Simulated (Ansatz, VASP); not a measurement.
# Two plane-wave programs on CdF2

INCAR

```
PREC = Accurate ; ENCUT = 520
EDIFF = 1E-7 ; ISMEAR = 0
SIGMA = 0.05 ; LREAL = F
LASPH = T ; NELM = 60
ALGO = Normal ; ISIF = 2
LWAVE = F ; LCHARG = T
GGA = PE ; LELF = T
LVHAR = T ; NBANDS = 20
```

Contents of KPOINTS:

```
Automatic mesh
0
Gamma
  8 8 8
```

Contents of POSCAR:

```
CdF2
1.0
    0.0000000000      2.5997100000      2.6940000000
    2.7882900000      0.0000000000      2.6940000000
    2.7882900000      2.5997100000      0.0000000000
Cd F
1 2
Direct
    0.0000000000      0.0000000000      0.0000000000
    0.2500000000      0.2500000000      0.2500000000
    0.7500000000      0.7500000000      0.7500000000
```

Input for Ansatz:

```yaml
crystal:
  lattice:
    - [0.0, 2.59971, 2.694]
    - [2.78829, 0.0, 2.694]
    - [2.78829, 2.59971, 0.0]
  atoms:
    - { symbol: Cd, position: [0.0, 0.0, 0.0] }
    - { symbol: F, position: [0.25, 0.25, 0.25] }
    - { symbol: F, position: [0.75, 0.75, 0.75] }
basis:
  ecutwfc: 420
kpoints:
  mp_grid: { grid: [8, 8, 8] }
hamiltonian:
  xc: pbe
scf:
  occupations: { method: gaussian, width: 0.05 }
output:
  forces: true
  stress: true
  eigenvalues: true
```

Change from the starting cell: strain +0.0350 x Voigt [1, -1, 0, 0, 0, 0], atoms carried along.

Alike in both runs: task single point; functional PBE; k mesh 8 × 8 × 8; occupations gaussian, width 0.05 eV; no spin polarisation.

|  | VASP | Ansatz |
| --- | --- | --- |
| version | VASP 6.6.1 | Ansatz 0.2.0 |
| potentials or method | VASP PAW PBE potentials, release 64 (Cd, F), cutoff 520 eV | scalar-relativistic, plane waves, PAW |
| valence electrons in the cell | 26 | 34 |

|  | VASP | Ansatz | Ansatz less VASP |
| --- | --- | --- | --- |
| gap on the k mesh at the Fermi level (eV) | 2.96 | 2.99 | +0.033 |
| least direct gap on the mesh (eV) | 3.44 | 3.47 | +0.031 |
| pressure (GPa) | 6.3 | 5.6 | -0.74 |
| traceless stress, the component that is largest in VASP (GPa) | 3.87 | 3.93 | +0.057 |

The functional is the same, so the differences come from potentials, cutoffs and numerics. VASP's potentials hold 26 valence electrons a cell and Ansatz's 34, so a difference there can come from the potentials and not from the codes.
